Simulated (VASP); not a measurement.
# InP (m.bgw) (F-43m) in VASP: single point with PBE

Aim: the single point of InP (m.bgw) with PBE.

Program: VASP 6.6.1. These are calculated values, not measurements. Logs are shortened: lines on timing, memory, paths and dates and some standing lists are left out, and cuts for length are marked.

### 1 The cell of the first run

Symmetry: F-43m, No. 216, cubic system. The conventional cell has a = 5.960 Å, b = 5.960 Å, c = 5.960 Å, α = 90.00°, β = 90.00°, γ = 90.00°. In (site symmetry -43m) has 4 P at 2.58 Å within 3.4 Å. P (site symmetry -43m) has 4 In at 2.58 Å within 3.4 Å.

### 2 Single point, PBE

File INCAR:

```
  PREC = Accurate
  ENCUT = 500
  EDIFF = 1E-6
  ISMEAR = 0
  SIGMA = 0.01
  LREAL = False
  LASPH = True
  NELM = 120
  ALGO = Normal
  ISIF = 2
  LWAVE = False
  LCHARG = False
  GGA = PE
  NBANDS = 16
  GGA_COMPAT = False
```

File KPOINTS:

```
regular mesh
0
Gamma
  4 4 4
```

File POSCAR:

```
InP
1.0
    0.0000000000      2.9798370772      2.9798370772
    2.9798370772      0.0000000000      2.9798370772
    2.9798370772      2.9798370772      0.0000000000
In P
1 1
Direct
    0.0000000000      0.0000000000      0.0000000000
    0.2500000000      0.2500000000      0.2500000000
```

Potentials or basis: VASP PAW PBE potentials, release 64 (In_d, P).

On the command line:

```bash
$ cat potpaw_PBE.64/In_d/POTCAR potpaw_PBE.64/P/POTCAR > POTCAR
$ mpirun -np 1 vasp_std > vasp.out
```

OUTCAR:

```text
PREC = Accurate
   ENCUT = 500
   EDIFF = 1E-6
   ISMEAR = 0
   LREAL = False
   LASPH = True
   NELM = 120
   ISIF = 2
   GGA = PE

 ion  position               nearest neighbor table
   1  0.000  0.000  0.000-   2 2.58   2 2.58   2 2.58   2 2.58
   2  0.250  0.250  0.250-   1 2.58   1 2.58   1 2.58   1 2.58

  LATTYP: Found a face centered cubic cell.
 ALAT       =     5.9596741544

  Lattice vectors:

 A1 = (   0.0000000000,   2.9798370772,   2.9798370772)
 A2 = (   2.9798370772,   0.0000000000,   2.9798370772)
 A3 = (   2.9798370772,   2.9798370772,   0.0000000000)

Analysis of symmetry for initial positions (statically):
=====================================================================
 Subroutine PRICEL returns:
 Original cell was already a primitive cell.

 Routine SETGRP: Setting up the symmetry group for a
 face centered cubic supercell.

 Subroutine GETGRP returns: Found 24 space group operations
 (whereof 24 operations were pure point group operations)
 out of a pool of 48 trial point group operations.

The static configuration has the point symmetry T_d .

Analysis of symmetry for dynamics (positions and initial velocities):
=====================================================================
 Subroutine PRICEL returns:
 Original cell was already a primitive cell.

 Routine SETGRP: Setting up the symmetry group for a
 face centered cubic supercell.

 Subroutine GETGRP returns: Found 24 space group operations
 (whereof 24 operations were pure point group operations)
 out of a pool of 48 trial point group operations.

The dynamic configuration has the point symmetry T_d .

 Subroutine INISYM returns: Found 24 space group operations
 (whereof 24 operations are pure point group operations),
 and found     1 'primitive' translations

----------------------------------------------------------------------------------------

                                     Primitive cell

  volume of cell :      52.9185

  direct lattice vectors                    reciprocal lattice vectors
     0.000000000  2.979837077  2.979837077    -0.167794409  0.167794409  0.167794409
     2.979837077  0.000000000  2.979837077     0.167794409 -0.167794409  0.167794409
     2.979837077  2.979837077  0.000000000     0.167794409  0.167794409 -0.167794409

  length of vectors
     4.214126008  4.214126008  4.214126008     0.290628441  0.290628441  0.290628441

  position of ions in fractional coordinates (direct lattice)
     0.000000000  0.000000000  0.000000000
     0.250000000  0.250000000  0.250000000

  ion indices of the primitive-cell ions
   primitive index   ion index
                 1           1
                 2           2

----------------------------------------------------------------------------------------

 KPOINTS: regular mesh

Automatic generation of k-mesh.
 Grid dimensions read from file:
 generate k-points for:    4    4    4

 Generating k-lattice:

  Cartesian coordinates                     Fractional coordinates (reciprocal lattice)
    -0.041948602  0.041948602  0.041948602     0.250000000  0.000000000  0.000000000
     0.041948602 -0.041948602  0.041948602     0.000000000  0.250000000  0.000000000
     0.041948602  0.041948602 -0.041948602     0.000000000  0.000000000  0.250000000

  Length of vectors
     0.072657110  0.072657110  0.072657110

  Shift w.r.t. Gamma in fractional coordinates (k-lattice)
     0.000000000  0.000000000  0.000000000

 Subroutine IBZKPT returns following result:
 ===========================================

 Found      8 irreducible k-points:

 Following reciprocal coordinates:
            Coordinates               Weight
  0.000000  0.000000  0.000000      1.000000
  0.250000  0.000000  0.000000      8.000000
  0.500000  0.000000  0.000000      4.000000
  0.250000  0.250000  0.000000      6.000000
  0.500000  0.250000  0.000000     24.000000
 -0.250000  0.250000  0.000000     12.000000
  0.500000  0.500000  0.000000      3.000000
 -0.250000  0.500000  0.250000      6.000000
   k-points           NKPTS =      8   k-points in BZ     NKDIM =      8   number of bands    NBANDS=     16
   number of dos      NEDOS =    301   number of ions     NIONS =      2
   total plane-waves  NPLWV =  32768
   dimension x,y,z NGX =    32 NGY =   32 NGZ =   32
   dimension x,y,z NGXF=    64 NGYF=   64 NGZF=   64
   ions per type =               1   1
   NGX,Y,Z   is equivalent  to a cutoff of  12.62, 12.62, 12.62 a.u.
   NGXF,Y,Z  is equivalent  to a cutoff of  25.25, 25.25, 25.25 a.u.
 SYSTEM =  unknown system
   PREC   = accura    normal or accurate (medium, high low for compatibility)
   ISTART =      0    job   : 0-new  1-cont  2-samecut
   ICHARG =      2    charge: 1-file 2-atom 10-const
   ISPIN  =      1    spin polarized calculation?
   LNONCOLLINEAR =      F non collinear calculations
   LSORBIT =      F    spin-orbit coupling
   LASPH  =      T    aspherical Exc in radial PAW
   ENCUT  =  500.0 eV  36.75 Ry    6.06 a.u.   7.68  7.68  7.68*2*pi/ulx,y,z
   NELM   =    120;   NELMIN=  2; NELMDL= -5     # of ELM steps
   EDIFF  = 0.1E-05   stopping-criterion for ELM
   LREAL  =      F    real-space projection
   EDIFFG = 0.1E-04   stopping-criterion for IOM
   NSW    =      0    number of steps for IOM
   IBRION =     -1    ionic relax: 0-MD 1-quasi-New 2-CG
   NFREE  =      0    steps in history (QN), initial steepest desc. (CG)
   ISIF   =      2    stress and relaxation
   ISYM   =      2    0-nonsym 1-usesym 2-fastsym
   POTIM  = 0.5000    time-step for ionic-motion
   TEBEG  =    0.0;   TEEND  =   0.0 temperature during run
   PSTRESS=    0.0 pullay stress
   NELECT =      18.0000    total number of electrons
   NUPDOWN=      -1.0000    fix difference up-down
   EMIN   =  10.00;   EMAX   =-10.00  energy-range for DOS
   EFERMI =   0.00;   METHOD = LEGACY
   ISMEAR =     0;   SIGMA  =   0.01  broadening in eV -4-tet -1-fermi 0-gaus
   EFERMI_NEDOS =   21; number of points for ismear=-14 and -15
   IALGO  =     38    algorithm
   IMIX   =      4    mixing-type and parameters
     AMIX     =   0.40;   BMIX     =  1.00
     AMIX_MAG =   1.60;   BMIX_MAG =  1.00
  volume/ion in A,a.u.               =      26.46       178.56
  Fermi-wavevector in a.u.,A,eV,Ry     =   1.142781  2.159544 17.768518  1.305949
  Thomas-Fermi vector in A             =   2.279478
   LORBIT       =      0    0 simple, 1 ext, 2 COOP (PROOUT), +10 PAW based schemes
   GGA     = PE    functional components
   LHFCALC =     F    Hartree Fock is set to
   AEXX    =    0.0000 exact exchange contribution
   IVDW    =     0    specifies the selected vdW correction
   LEPSILON=     F    determine dielectric tensor
   LRPA    =     F    only Hartree local field effects (RPA)
 non-spin polarized calculation
 Gauss-broadening in eV      SIGMA  =   0.01
  energy-cutoff  :      500.00
  volume of cell :       52.92
 maximum number of plane-waves:      1363
 NGX is ok and might be reduce to    32
   NGX = 15   NGY = 15   NGZ = 15

 number of electron      18.0000005 magnetization

 Free energy of the ion-electron system (eV)
  ---------------------------------------------------
  ext. energy  EPLUGINS =         0.00000000
  ---------------------------------------------------
  free energy    TOTEN  =        -8.30021482 eV

  energy without entropy =       -8.30021482  energy(sigma->0) =       -8.30021482

 E-fermi :   4.8086     XC(G=0):  -9.0423

 val. band max:        4.7014699474   @ k =   0.0000   0.0000   0.0000
 cond. band min:       5.1247506490   @ k =   0.0000   0.0000   0.0000
 fundamental gap:      0.4232807017
 Fermi energy:         4.8086281846

 k-point     1 :       0.0000    0.0000    0.0000
  band No.  band energies     occupation
      1      -9.4451      2.00000
      2      -9.4451      2.00000
      3      -9.4451      2.00000
      4      -9.3186      2.00000
      5      -9.3186      2.00000
      6      -6.4895      2.00000
[... 8 lines left out ...]
     15      14.0451      0.00000
     16      14.0451      0.00000

 k-point     2 :       0.2500    0.0000    0.0000
  band No.  band energies     occupation
      1      -9.4938      2.00000
      2      -9.4255      2.00000
      3      -9.4255      2.00000
      4      -9.3162      2.00000
      5      -9.3162      2.00000
      6      -5.8663      2.00000
[... 8 lines left out ...]
     15      13.2174      0.00000
     16      13.7136      0.00000

 k-point     3 :       0.5000    0.0000    0.0000
  band No.  band energies     occupation
      1      -9.5396      2.00000
      2      -9.4125      2.00000
      3      -9.4125      2.00000
      4      -9.3070      2.00000
      5      -9.3070      2.00000
      6      -4.9206      2.00000
[... 8 lines left out ...]
     15      15.2006      0.00000
     16      15.2006      0.00000

 k-point     4 :       0.2500    0.2500    0.0000
  band No.  band energies     occupation
      1      -9.5278      2.00000
      2      -9.4023      2.00000
      3      -9.4023      2.00000
      4      -9.3373      2.00000
      5      -9.3039      2.00000
      6      -5.6587      2.00000
[... 8 lines left out ...]
     15      14.5940      0.00000
     16      16.4469      0.00000

 k-point     5 :       0.5000    0.2500    0.0000
  band No.  band energies     occupation
      1      -9.5604      2.00000
      2      -9.3931      2.00000
      3      -9.3829      2.00000
      4      -9.3344      2.00000
      5      -9.3007      2.00000
      6      -4.6764      2.00000
[... 8 lines left out ...]
     15      15.3304      0.00000
     16      16.3905      0.00000

 k-point     6 :      -0.2500    0.2500    0.0000
  band No.  band energies     occupation
      1      -9.5357      2.00000
      2      -9.4067      2.00000
      3      -9.4004      2.00000
      4      -9.3192      2.00000
      5      -9.3138      2.00000
      6      -5.0278      2.00000
[... 8 lines left out ...]
     15      14.8237      0.00000
     16      16.3182      0.00000

 k-point     7 :       0.5000    0.5000    0.0000
  band No.  band energies     occupation
      1      -9.5976      2.00000
      2      -9.3597      2.00000
      3      -9.3578      2.00000
      4      -9.3578      2.00000
      5      -9.2893      2.00000
      6      -4.3181      2.00000
[... 8 lines left out ...]
     15      15.4116      0.00000
     16      16.3457      0.00000

 k-point     8 :      -0.2500    0.5000    0.2500
  band No.  band energies     occupation
      1      -9.5683      2.00000
      2      -9.3952      2.00000
      3      -9.3644      2.00000
      4      -9.3350      2.00000
      5      -9.3057      2.00000
      6      -4.2550      2.00000
[... 8 lines left out ...]
     15      15.7937      0.00000
     16      16.4889      0.00000

------------------------ aborting loop because EDIFF is reached ----------------------------------------

  FORCE on cell =-STRESS in cart. coord.  units (eV):
  Direction    XX          YY          ZZ          XY          YZ          ZX
  --------------------------------------------------------------------------------------
  -------------------------------------------------------------------------------------
  Total        0.0258814      0.0258814      0.0258814      0.0000000      0.0000000      0.0000000
  in kB        0.7835949      0.7835949      0.7835949      0.0000000      0.0000000      0.0000000
  external PRESSURE =       0.7835949 kB  Pullay stress =       0.0000000 kB

 VOLUME and BASIS-vectors are now :
 -----------------------------------------------------------------------------
  energy-cutoff  :      500.00
  volume of cell :       52.92
      direct lattice vectors                 reciprocal lattice vectors
     0.000000000  2.979837077  2.979837077    -0.167794409  0.167794409  0.167794409
     2.979837077  0.000000000  2.979837077     0.167794409 -0.167794409  0.167794409
     2.979837077  2.979837077  0.000000000     0.167794409  0.167794409 -0.167794409

 POSITION                                       TOTAL-FORCE (eV/Angst)
 -----------------------------------------------------------------------------------
      0.00000      0.00000      0.00000         0.000000      0.000000      0.000000
      1.48992      1.48992      1.48992        -0.000000     -0.000000     -0.000000
 -----------------------------------------------------------------------------------
    total drift:                               -0.000000     -0.000000     -0.000000

  FREE ENERGIE OF THE ION-ELECTRON SYSTEM (eV)
  ---------------------------------------------------
  free  energy   TOTEN  =        -8.3002148216 eV

  energy  without entropy=       -8.3002148216  energy(sigma->0) =       -8.30021482
```

Wall time 12 s (1 thread of Intel Xeon 8259CL, shared host); peak memory 0.17 GiB.

What came out:

```yaml
Free_energy: -8.3002 eV
Pressure: 0.1 GPa
Band_gap_on_the_k_mesh: 0.42 eV, direct
```

Caveat: the k points lie up to 0.46 Å⁻¹ apart; spin-orbit coupling is left out, which moves the levels of the heavy elements. As with any semilocal functional, this PBE gap is likely too small.
